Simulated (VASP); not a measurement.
# Bi (C2/m) in VASP: a series of runs, part 2 of 2

VASP 6.6.1. The steps go on from the part before.

### 3 Electric field gradients, PBE (functional pbe, volume scaled by 0.96)

The input, INCAR:

```
SYSTEM = Bi
PREC     = Accurate       ! precision mode
ENCUT    = 520            ! plane-wave cutoff, eV
EDIFF    = 1E-8           ! SCF threshold, eV
ISMEAR   = -1             ! smearing method
SIGMA    = 0.05           ! smearing width, eV
LREAL    = .FALSE.        ! projectors in reciprocal space
LASPH    = .TRUE.         ! aspherical terms in the spheres
NELM     = 100            ! most SCF steps
ALGO     = Normal         ! electronic algorithm
ISIF     = 2              ! what is computed and relaxed
LWAVE    = .FALSE.        ! write WAVECAR
LCHARG   = .FALSE.        ! write CHGCAR
GGA      = PE             ! functional
LEFG     = .TRUE.       
NBANDS   = 22             ! bands
```

The input, KPOINTS:

```
Automatic mesh
0
G
  9 9 13
  0 0 0
```

The input, POSCAR:

```
Bi
1.0
    3.4414490040     -3.0902406750      0.0000000000
    3.4414490040      3.0902406750      0.0000000000
   -1.2432027094      0.0000000000      3.0714698416
Bi
2
Direct
    0.2469390000      0.2469390000      0.1426180000
    0.7530610000      0.7530610000      0.8573820000
```

Potentials or basis: VASP PAW PBE potentials, release 64 (Bi_d).

On the command line:

```
$ cat potpaw_PBE.64/Bi_d/POTCAR > POTCAR
$ mpirun -np 1 vasp_std > vasp.out
```

OUTCAR:

```text
SYSTEM = Bi
   PREC = Accurate
   ENCUT = 520
   EDIFF = 1E-8
   ISMEAR = -1
   LREAL = .FALSE.
   LASPH = .TRUE.
   NELM = 100
   ISIF = 2
   GGA = PE

 ion  position               nearest neighbor table
   1  0.247  0.247  0.143-   2 3.17   2 3.24   2 3.24   2 3.40   2 3.88   2 3.88
   2  0.753  0.753  0.857-   1 3.17   1 3.24   1 3.24   1 3.40   1 3.88   1 3.88

  LATTYP: Found a base centered monoclinic cell.
 ALAT       =     6.8828980080
 B/A-ratio  =     0.8979475423
 C/A-ratio  =     0.4814149259
 COS(beta)  =    -0.3751898342

  Lattice vectors:

 A1 = (   3.4414490040,  -3.0902406750,   0.0000000000)
 A2 = (   3.4414490040,   3.0902406750,   0.0000000000)
 A3 = (  -1.2432027094,   0.0000000000,   3.0714698416)

Analysis of symmetry for initial positions (statically):
=====================================================================
 Subroutine PRICEL returns:
 Original cell was already a primitive cell.

[... 790 lines left out ...]
  volume of cell :       65.33
      direct lattice vectors                 reciprocal lattice vectors
     3.441449004 -3.090240675  0.000000000     0.145287639 -0.161799695  0.058806368
     3.441449004  3.090240675  0.000000000     0.145287639  0.161799695  0.058806368
    -1.243202709  0.000000000  3.071469842     0.000000000  0.000000000  0.325577021

 POSITION                                       TOTAL-FORCE (eV/Angst)
 -----------------------------------------------------------------------------------
      1.52235      0.00000      0.43805         0.009545      0.000000      0.015504
      4.11734      0.00000      2.63342        -0.009545      0.000000     -0.015504
 -----------------------------------------------------------------------------------
    total drift:                               -0.000000      0.000000      0.000000

  FREE ENERGIE OF THE ION-ELECTRON SYSTEM (eV)
  ---------------------------------------------------
  free  energy   TOTEN  =        -7.6661772744 eV

  energy  without entropy=       -7.6566379812  energy(sigma->0) =       -7.66140763

 Electric field gradients (V/A^2)
---------------------------------------------------------------------
 ion       V_xx      V_yy      V_zz      V_xy      V_xz      V_yz
---------------------------------------------------------------------
   1     -87.289    21.512    65.777    -0.000   -59.309     0.000
   2     -87.289    21.512    65.777     0.000   -59.309     0.000
---------------------------------------------------------------------

 Electric field gradients after diagonalization (V/A^2)
 (convention: |V_zz| > |V_xx| > |V_yy|)
----------------------------------------------------------------------
 ion       V_xx      V_yy      V_zz     asymmetry (V_yy - V_xx)/ V_zz
----------------------------------------------------------------------
   1      86.068    21.512  -107.580       0.600
   2      86.068    21.512  -107.580       0.600
----------------------------------------------------------------------

           NMR quadrupolar parameters

 Cq : quadrupolar parameter    Cq=e*Q*V_zz/h
 eta: asymmetry parameters     (V_yy - V_xx)/ V_zz
 Q  : nuclear electric quadrupole moment in mb (millibarn)
----------------------------------------------------------------------
 ion       Cq(MHz)       eta       Q (mb)
----------------------------------------------------------------------
   1      -0.260       0.600       1.000
   2      -0.260       0.600       1.000
----------------------------------------------------------------------
```

OSZICAR:

```text
N       E                     dE             d eps       ncg     rms          rms(c)
DAV:   1     0.304421420726E+03    0.30442E+03   -0.16200E+04 12998   0.168E+03
DAV:   2     0.179729061273E+02   -0.28645E+03   -0.27902E+03 13172   0.441E+02
DAV:   3    -0.678875206519E+01   -0.24762E+02   -0.24452E+02 15800   0.142E+02
DAV:   4    -0.763107545993E+01   -0.84232E+00   -0.84154E+00 15798   0.285E+01
DAV:   5    -0.766802343449E+01   -0.36948E-01   -0.36946E-01 18796   0.538E+00    0.783E-01
DAV:   6    -0.766546365810E+01    0.25598E-02   -0.17375E-02 16840   0.147E+00    0.468E-01
DAV:   7    -0.766602580995E+01   -0.56215E-03   -0.92606E-03 17138   0.113E+00    0.114E-01
DAV:   8    -0.766617755319E+01   -0.15174E-03   -0.10019E-03 15304   0.377E-01    0.130E-02
DAV:   9    -0.766617981339E+01   -0.22602E-05   -0.32756E-05 19354   0.498E-02    0.569E-03
DAV:  10    -0.766617718936E+01    0.26240E-05   -0.23525E-06 16580   0.163E-02    0.109E-03
DAV:  11    -0.766617742787E+01   -0.23851E-06   -0.29735E-07 15892   0.628E-03    0.593E-04
DAV:  12    -0.766617723751E+01    0.19036E-06   -0.35940E-08 13300   0.234E-03    0.989E-05
DAV:  13    -0.766617725340E+01   -0.15887E-07   -0.30915E-09  9100   0.547E-04    0.530E-05
DAV:  14    -0.766617726506E+01   -0.11656E-07   -0.10648E-09  8332   0.395E-04    0.312E-05
DAV:  15    -0.766617727443E+01   -0.93769E-08   -0.61770E-10  7810   0.328E-04
   1 F= -.76661773E+01 E0= -.76614076E+01  d E =-.953929E-02
```

Wall time 6.4 min (1 thread of Intel Xeon Platinum 8259CL at 2.50GHz (Skylake/Cascade Lake), shared host); peak memory 0.43 GiB.

Results:

```
Free energy            : -7.6662 eV
Pressure               : 2.2 GPa
Largest force          : 0.018 eV/Å
Band gap on the k mesh : zero (band 15 reaches 10.55 eV, above the bottom of band 16 at 5.36 eV)
```

Forces on the atoms (eV/Å):
```
Bi   0.010  0.000  0.016
Bi  -0.010  0.000 -0.016
```

Electric field gradients, principal values (V/Å²):
```
atom   least  middle  greatest (by size)
1 Bi  21.512  86.068            -107.580
2 Bi  21.512  86.068            -107.580
```

Caveat: without QUAD_EFG the Cq values of the log hold for a quadrupole moment of 1 mb, not for the nuclei; spin-orbit coupling is left out, which moves the levels of the heavy elements.
